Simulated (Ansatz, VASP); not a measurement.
NiO in VASP and in Ansatz

```
CELL_PARAMETERS angstrom
2.80029 0.00000 0.00000
0.00000 2.80029 0.00000
0.00000 0.00000 3.36046
ATOMIC_POSITIONS crystal
Ni 0.00000 0.00000 0.50000
O 0.00000 0.00000 0.00000
```

Alike in both runs: task relaxation of cell and atoms; functional PBE; k mesh 20 × 20 × 16; occupations gaussian, width 0.1 eV; no spin polarisation.

|  | VASP | Ansatz |
| --- | --- | --- |
| version | VASP 6.6.1 | Ansatz 0.2.0 |
| potentials or method | VASP PAW PBE potentials, release 64 (Ni, O), cutoff 600 eV | scalar-relativistic, plane waves, PAW |
| valence electrons in the cell | 16 | 24 |

Ansatz gave:

| Quantity | Value |
| --- | --- |
| gap on the k mesh at the Fermi level, each at its own relaxed structure (eV) | none |
| relaxed volume (Å³/atom) | 13.46 |
| relaxed cell length with the largest relative difference (Å) | 3.357 |

Question: Which values does VASP return?

Answer: gap on the k mesh at the Fermi level, each at its own relaxed structure (eV): none; relaxed volume (Å³/atom): 13.46; relaxed cell length with the largest relative difference (Å): 3.358.

A gap of «none» marks a metal or a gap that the smearing closes. VASP's potentials hold 16 valence electrons a cell and Ansatz's 24, so a difference there can come from the potentials and not from the codes.
